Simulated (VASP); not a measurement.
A run of VASP 6.6.1:

INCAR

```
PREC     = Accurate       # precision mode
ENCUT    = 520            # plane-wave cutoff, eV
EDIFF    = 1E-7           # SCF threshold, eV
ISMEAR   = 0              # smearing method
SIGMA    = 0.05           # smearing width, eV
LREAL    = False          # projectors in reciprocal space
LASPH    = True           # aspherical terms in the spheres
NELM     = 80             # most SCF steps
ALGO     = Normal         # electronic algorithm
ISIF     = 2              # what is computed and relaxed
LWAVE    = False          # write WAVECAR
LCHARG   = False          # write CHGCAR
LDIPOL   = True         
IDIPOL   = 3            
DIPOL    = 0.5 0.5 0.373
GGA      = PE             # functional
IVDW     = 12             # dispersion correction
NBANDS   = 30             # bands
```

KPOINTS

```
regular mesh
0
Gamma
  8 6 1
```

Contents of POSCAR:

```
P
1.0
    3.2961869271      0.0000000000      0.0000000000
    0.0000000000      4.4391555608      0.0000000000
    0.0000000000      0.0000000000     21.7461973993
P
8
Direct
    0.5000000000      0.9174951521      0.2069327302
    0.0000000000      0.5825048479      0.2069327302
    0.5000000000      0.0825048479      0.3045635326
    0.0000000000      0.4174951521      0.3045635326
    1.1250000000      0.7075048479      0.4406792840
    0.6250000000      0.3725145437      0.4406792840
    1.1250000000     -0.1274854563      0.5383100863
    0.6250000000      0.2075048479      0.5383100863
```

Potentials or basis: VASP PAW PBE potentials, release 64 (P).

Command:

```sh
$ cat potpaw_PBE.64/P/POTCAR > POTCAR
$ mpirun -np 1 vasp_std > vasp.out
```

Hardware: 1 thread of Intel(R) Xeon(R) 6975P-C (Granite Rapids) (shared host).

Task: How long does it take, and how much memory?

Result: It took 3 min on 1 thread of Intel(R) Xeon(R) 6975P-C (Granite Rapids) (shared host), peak memory 0.47 GiB. Counts: scf iterations 24, k points 26.
